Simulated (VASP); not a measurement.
# V (Im-3m) in VASP: further runs

Runs on V. Level: PBEsol. Tasks: single point, relaxation of cell and atoms.

Everything below comes from runs of VASP 6.6.1. Logs are shortened: lines on timing, memory, paths and dates and some standing lists are left out, and cuts for length are marked.

## Step 1: The cell of the first run

The structure is cubic, space group Im-3m (No. 229). The conventional cell has a = 2.959 Å, b = 2.959 Å, c = 2.959 Å, α = 90.00°, β = 90.00°, γ = 90.00°. V (site symmetry m-3m) has 14 V at 2.56 to 2.96 Å within 3.4 Å.

## Step 2: Single point, PBEsol

File INCAR:

```
SYSTEM = V
PREC = Accurate
ENCUT = 520
EDIFF = 1E-7
ISMEAR = 0
SIGMA = 0.1
LREAL = .False.
LASPH = .True.
NELM = 100
ALGO = Normal
ISIF = 2
LWAVE = .False.
LCHARG = .True.
GGA = PS
LELF = .True.
LVHAR = .True.
NBANDS = 12
```

File KPOINTS:

```
regular mesh
0
Gamma
  20 20 20
  0 0 0
```

File POSCAR:

```
V
1.0
   -1.4793523641      1.4793523641      1.4793523641
    1.4793523641     -1.4793523641      1.4793523641
    1.4793523641      1.4793523641     -1.4793523641
V
1
Direct
    0.0000000000      0.0000000000      0.0000000000
```

Potentials or basis: VASP PAW PBE potentials, release 64 (V_sv).

Run with:

```
cat potpaw_PBE.64/V_sv/POTCAR > POTCAR
mpirun -np 1 vasp_std > vasp.out
```

OUTCAR:

```text
SYSTEM = V
   PREC = Accurate
   ENCUT = 520
   EDIFF = 1E-7
   ISMEAR = 0
   LREAL = .False.
   LASPH = .True.
   NELM = 100
   ISIF = 2
   GGA = PS

 ion  position               nearest neighbor table
   1  0.000  0.000  0.000-

  LATTYP: Found a body centered cubic cell.
 ALAT       =     2.9587047282

  Lattice vectors:

 A1 = (  -1.4793523641,   1.4793523641,   1.4793523641)
 A2 = (   1.4793523641,  -1.4793523641,   1.4793523641)
 A3 = (   1.4793523641,   1.4793523641,  -1.4793523641)

Analysis of symmetry for initial positions (statically):
=====================================================================
 Subroutine PRICEL returns:
 Original cell was already a primitive cell.

 Routine SETGRP: Setting up the symmetry group for a
 body centered cubic supercell.

 Subroutine GETGRP returns: Found 48 space group operations
 (whereof 48 operations were pure point group operations)
 out of a pool of 48 trial point group operations.

The static configuration has the point symmetry O_h .

Analysis of symmetry for dynamics (positions and initial velocities):
=====================================================================
 Subroutine PRICEL returns:
 Original cell was already a primitive cell.

 Routine SETGRP: Setting up the symmetry group for a
 body centered cubic supercell.

 Subroutine GETGRP returns: Found 48 space group operations
 (whereof 48 operations were pure point group operations)
 out of a pool of 48 trial point group operations.

The dynamic configuration has the point symmetry O_h .

 Subroutine INISYM returns: Found 48 space group operations
 (whereof 48 operations are pure point group operations),
 and found     1 'primitive' translations

----------------------------------------------------------------------------------------

                                     Primitive cell

  volume of cell :      12.9502

  direct lattice vectors                    reciprocal lattice vectors
    -1.479352364  1.479352364  1.479352364     0.000000000  0.337985738  0.337985738
     1.479352364 -1.479352364  1.479352364     0.337985738  0.000000000  0.337985738
     1.479352364  1.479352364 -1.479352364     0.337985738  0.337985738  0.000000000

  length of vectors
     2.562313457  2.562313457  2.562313457     0.477984014  0.477984014  0.477984014

  position of ions in fractional coordinates (direct lattice)
     0.000000000  0.000000000  0.000000000

  ion indices of the primitive-cell ions
   primitive index   ion index
                 1           1

----------------------------------------------------------------------------------------

 KPOINTS: regular mesh

Automatic generation of k-mesh.
 Grid dimensions read from file:
 generate k-points for:   20   20   20

 Generating k-lattice:

  Cartesian coordinates                     Fractional coordinates (reciprocal lattice)
     0.000000000  0.016899287  0.016899287     0.050000000  0.000000000  0.000000000
     0.016899287  0.000000000  0.016899287     0.000000000  0.050000000  0.000000000
     0.016899287  0.016899287  0.000000000     0.000000000  0.000000000  0.050000000

  Length of vectors
     0.023899201  0.023899201  0.023899201

  Shift w.r.t. Gamma in fractional coordinates (k-lattice)
     0.000000000  0.000000000  0.000000000

 Subroutine IBZKPT returns following result:
 ===========================================

 Found    256 irreducible k-points:

 Following reciprocal coordinates:
            Coordinates               Weight
  0.000000  0.000000  0.000000      1.000000
  0.050000  0.000000  0.000000     12.000000
  0.100000  0.000000  0.000000     12.000000
  0.150000  0.000000  0.000000     12.000000
  0.200000  0.000000  0.000000     12.000000
  0.250000  0.000000  0.000000     12.000000
[... 16 lines left out ...]
  0.200000  0.100000  0.000000     48.000000
  0.250000  0.100000  0.000000     48.000000
 [... further k-points ...]
   k-points           NKPTS =    256   k-points in BZ     NKDIM =    256   number of bands    NBANDS=     12
   number of dos      NEDOS =    301   number of ions     NIONS =      1
   total plane-waves  NPLWV =   8000
   dimension x,y,z NGX =    20 NGY =   20 NGZ =   20
   dimension x,y,z NGXF=    40 NGYF=   40 NGZF=   40
   ions per type =               1
   NGX,Y,Z   is equivalent  to a cutoff of  12.98, 12.98, 12.98 a.u.
   NGXF,Y,Z  is equivalent  to a cutoff of  25.95, 25.95, 25.95 a.u.
 SYSTEM =  V
   PREC   = accura    normal or accurate (medium, high low for compatibility)
   ISTART =      0    job   : 0-new  1-cont  2-samecut
   ICHARG =      2    charge: 1-file 2-atom 10-const
   ISPIN  =      1    spin polarized calculation?
   LNONCOLLINEAR =      F non collinear calculations
   LSORBIT =      F    spin-orbit coupling
   LASPH  =      T    aspherical Exc in radial PAW
   ENCUT  =  520.0 eV  38.22 Ry    6.18 a.u.   4.76  4.76  4.76*2*pi/ulx,y,z
   NELM   =    100;   NELMIN=  2; NELMDL= -5     # of ELM steps
   EDIFF  = 0.1E-06   stopping-criterion for ELM
   LREAL  =      F    real-space projection
   EDIFFG = 0.1E-05   stopping-criterion for IOM
   NSW    =      0    number of steps for IOM
   IBRION =     -1    ionic relax: 0-MD 1-quasi-New 2-CG
   NFREE  =      0    steps in history (QN), initial steepest desc. (CG)
   ISIF   =      2    stress and relaxation
   ISYM   =      2    0-nonsym 1-usesym 2-fastsym
   POTIM  = 0.5000    time-step for ionic-motion
   TEBEG  =    0.0;   TEEND  =   0.0 temperature during run
   PSTRESS=    0.0 pullay stress
   NELECT =      13.0000    total number of electrons
   NUPDOWN=      -1.0000    fix difference up-down
   EMIN   =  10.00;   EMAX   =-10.00  energy-range for DOS
   EFERMI =   0.00;   METHOD = LEGACY
   ISMEAR =     0;   SIGMA  =   0.10  broadening in eV -4-tet -1-fermi 0-gaus
   EFERMI_NEDOS =   21; number of points for ismear=-14 and -15
   IALGO  =     38    algorithm
   IMIX   =      4    mixing-type and parameters
     AMIX     =   0.40;   BMIX     =  1.00
     AMIX_MAG =   1.60;   BMIX_MAG =  1.00
  volume/ion in A,a.u.               =      12.95        87.39
  Fermi-wavevector in a.u.,A,eV,Ry     =   1.639196  3.097632 36.558375  2.686965
  Thomas-Fermi vector in A             =   2.730042
   LORBIT       =      0    0 simple, 1 ext, 2 COOP (PROOUT), +10 PAW based schemes
   GGA     = PS    functional components
   LHFCALC =     F    Hartree Fock is set to
   AEXX    =    0.0000 exact exchange contribution
   IVDW    =     0    specifies the selected vdW correction
   LEPSILON=     F    determine dielectric tensor
   LRPA    =     F    only Hartree local field effects (RPA)
 non-spin polarized calculation
 Gauss-broadening in eV      SIGMA  =   0.10
  energy-cutoff  :      520.00
  volume of cell :       12.95
 maximum number of plane-waves:       370
   NGX =  9   NGY =  9   NGZ =  9

 number of electron      13.0000002 magnetization

 Free energy of the ion-electron system (eV)
  ---------------------------------------------------
  ext. energy  EPLUGINS =         0.00000000
  ---------------------------------------------------
  free energy    TOTEN  =        -9.63914124 eV

  energy without entropy =       -9.63071018  energy(sigma->0) =       -9.63492571

 E-fermi :  10.0530     XC(G=0): -13.2761

 val. band max:       10.0505706687   @ k =   0.3000   0.0000   0.0000
 cond. band min:      10.0646602605   @ k =  -0.3500   0.4500   0.1500
 fundamental gap:      0.0140895919
 Fermi energy:        10.0529555700

 k-point     1 :       0.0000    0.0000    0.0000
  band No.  band energies     occupation
      1     -53.3764      2.00000
      2     -26.7086      2.00000
      3     -26.7086      2.00000
      4     -26.7086      2.00000
      5       3.3781      2.00000
      6      10.4753      0.00000
      7      10.4753      0.00000
      8      10.4753      0.00000
      9      12.5815      0.00000
     10      12.5815      0.00000
     11      30.8534      0.00000
     12      30.8534      0.00000

 k-point     2 :       0.0500    0.0000    0.0000
  band No.  band energies     occupation
      1     -53.3707      2.00000
      2     -26.7351      2.00000
      3     -26.7166      2.00000
      4     -26.7088      2.00000
      5       3.4836      2.00000
      6      10.4290      0.00000
      7      10.4661      0.00000
      8      10.5518      0.00000
      9      12.5267      0.00000
     10      12.5843      0.00000
     11      30.6951      0.00000
     12      30.8476      0.00000

 k-point     3 :       0.1000    0.0000    0.0000
  band No.  band energies     occupation
      1     -53.3543      2.00000
      2     -26.8116      2.00000
      3     -26.7398      2.00000
      4     -26.7094      2.00000
      5       3.7923      2.00000
      6      10.2970      0.00056
      7      10.4261      0.00000
      8      10.7775      0.00000
      9      12.3933      0.00000
     10      12.5943      0.00000
     11      30.2052      0.00000
     12      30.7645      0.00000
[... 286 lines left out ...]
 k-point    23 :       0.2000    0.1000    0.0000
  band No.  band energies     occupation
      1     -53.2486      2.00000
      2     -27.2658      2.00000
      3     -26.8739      2.00000
      4     -26.7458      2.00000
      5       5.8373      2.00000
      6       9.5891      2.00000
      7       9.7990      1.99967
      8      12.0843      0.00000
      9      12.5089      0.00000
     10      12.8460      0.00000
     11      26.7494      0.00000
     12      28.3514      0.00000

 k-point    24 :       0.2500    0.1000    0.0000
  band No.  band energies     occupation
      1     -53.2139      2.00000
      2     -27.4043      2.00000
      3     -26.9308      2.00000
      4     -26.7488      2.00000
      5       6.4405      2.00000
      6       9.3490      2.00000
      7       9.7706      1.99993
      8      12.1900      0.00000
      9      12.8937      0.00000
     10      13.1904      0.00000
     11      25.1820      0.00000
     12      27.5674      0.00000

 [... further k-points ...]
[... 5 lines left out ...]
  --------------------------------------------------------------------------------------
  -------------------------------------------------------------------------------------
  Total        0.0219150      0.0219150      0.0219150      0.0000000     -0.0000000      0.0000000
  in kB        2.7112984      2.7112984      2.7112984      0.0000000     -0.0000000      0.0000000
  external PRESSURE =       2.7112984 kB  Pullay stress =       0.0000000 kB

 VOLUME and BASIS-vectors are now :
 -----------------------------------------------------------------------------
  energy-cutoff  :      520.00
  volume of cell :       12.95
      direct lattice vectors                 reciprocal lattice vectors
    -1.479352364  1.479352364  1.479352364     0.000000000  0.337985738  0.337985738
     1.479352364 -1.479352364  1.479352364     0.337985738  0.000000000  0.337985738
     1.479352364  1.479352364 -1.479352364     0.337985738  0.337985738  0.000000000

 POSITION                                       TOTAL-FORCE (eV/Angst)
 -----------------------------------------------------------------------------------
      0.00000      0.00000      0.00000         0.000000      0.000000      0.000000
 -----------------------------------------------------------------------------------
    total drift:                                0.000000     -0.000000      0.000000

  FREE ENERGIE OF THE ION-ELECTRON SYSTEM (eV)
  ---------------------------------------------------
  free  energy   TOTEN  =        -9.6391412382 eV

  energy  without entropy=       -9.6307101792  energy(sigma->0) =       -9.63492571
```

Run time: 18 s. Hardware: 1 thread of AMD EPYC 9R45 (Zen 5), shared host; peak memory 0.12 GiB.

What came out:

| Item | Value |
| --- | --- |
| Free energy | -9.6391 eV |
| Pressure | 0.3 GPa |
| Band gap on the k mesh | zero (an odd number of electrons rules out a gap without spin polarisation) |

Caveat: the PAW data sets were made with another functional, which shifts forces and pressure a little.

## Step 3: Relaxation of cell and atoms, PBEsol

This run uses another cell than the first one, of 12.86 Å³/atom.

File INCAR:

```
SYSTEM = V
ALGO = Fast
EDIFF = 1E-7
EDIFFG = -0.01
ENCUT = 600
GGA = PS
IBRION = 2
ISIF = 3
ISMEAR = 0
LASPH = .True.
LCHARG = .False.
LREAL = .False.
LWAVE = .False.
NELM = 100
NSW = 80
PREC = Accurate
SIGMA = 0.1
```

File KPOINTS:

```
k-points
0
Gamma
  20 20 20
  0 0 0
```

File POSCAR:

```
V
1.0
   -1.4757508025      1.4757508025      1.4757508025
    1.4757508025     -1.4757508025      1.4757508025
    1.4757508025      1.4757508025     -1.4757508025
V
1
Direct
    0.0000000000      0.0000000000      0.0000000000
```

Potentials or basis: VASP PAW PBE potentials, release 64 (V_sv).

Run with:

```
cat potpaw_PBE.64/V_sv/POTCAR > POTCAR
mpirun -np 1 vasp_std > vasp.out
```

Run time: 45 s. Hardware: 1 thread of AMD EPYC 9R45 (Zen 5), shared host; peak memory 0.13 GiB.

The run converged. Its results:

```
Free energy                           : -9.6391 eV
Relaxed volume                        : 12.96 Å³/atom
Relaxed cell                          : a = 2.563 Å, b = 2.563 Å, c = 2.563 Å, α = 109.47°, β = 109.47°, γ = 109.47°
Space group after relaxing (to 0.1 Å) : Im-3m (No. 229)
Energy gained by relaxing             : 0.6 meV/atom
Ionic steps                           : 3
Pressure after relaxing               : 0.0 GPa
Band gap on the k mesh                : zero (an odd number of electrons rules out a gap without spin polarisation)
```

The path:
| step | energy change (eV) | largest force (eV/Å) | pressure (GPa) | volume (Å³) |
| --- | --- | --- | --- | --- |
| 1 | 0.0000 | 0.0000 | 1.59 | 12.86 |
| 2 | 0.0002 | 0.0000 | -1.95 | 13.09 |
| 3 | -0.0006 | 0.0000 | 0.00 | 12.96 |

Final structure:
```
V
1.0
    -1.47991    1.47991    1.47991
     1.47991   -1.47991    1.47991
     1.47991    1.47991   -1.47991
V
1
Direct
  0.00000 0.00000 0.00000
```

Levels at points of the mesh, in eV from the Fermi level:
| k point | band 4 | band 5 | band 6 | band 7 | band 8 | band 9 | band 10 |
| --- | --- | --- | --- | --- | --- | --- | --- |
| (0.00, 0.00, 0.00) | -36.77 | -6.67 | 0.42 | 0.42 | 0.42 | 2.53 | 2.53 |
| (0.50, 0.00, 0.00) | -36.77 | -3.31 | -1.21 | 1.79 | 2.54 | 2.91 | 4.35 |
| (0.50, 0.50, 0.50) | -37.46 | -3.18 | -3.18 | 3.94 | 3.94 | 3.94 | 10.55 |

Caveat: the PAW data sets were made with another functional, which shifts forces and pressure a little.
